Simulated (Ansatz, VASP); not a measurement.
Sc in VASP and in Ansatz

```
CELL_PARAMETERS angstrom
3.22691 0.00000 0.00000
-1.61345 2.79458 0.00000
0.00000 0.00000 5.00943
ATOMIC_POSITIONS crystal
Sc 0.33333 0.66667 0.25000
Sc 0.66667 0.33333 0.75000
```

Alike in both runs: task single point; functional LDA; k mesh 9 × 9 × 5; occupations fermi-dirac, width 0.1 eV; no spin polarisation.

|  | VASP | Ansatz |
| --- | --- | --- |
| version | VASP 6.6.1 | Ansatz 0.2.0 |
| potentials or method | VASP PAW LDA potentials, release 64 (Sc_sv), cutoff 500 eV | plane waves (420 eV) with PAW, scalar-relativistic |
| valence electrons in the cell | 22 | 22 |

```csv
,VASP,Ansatz,Ansatz less VASP
pressure (GPa),0.1,0.0,-0.08
```

Ansatz warns that its potentials were made for another functional, while VASP's fit it. LDA's correlation is that of Perdew and Zunger in VASP and of Perdew and Wang (1992) in Ansatz.
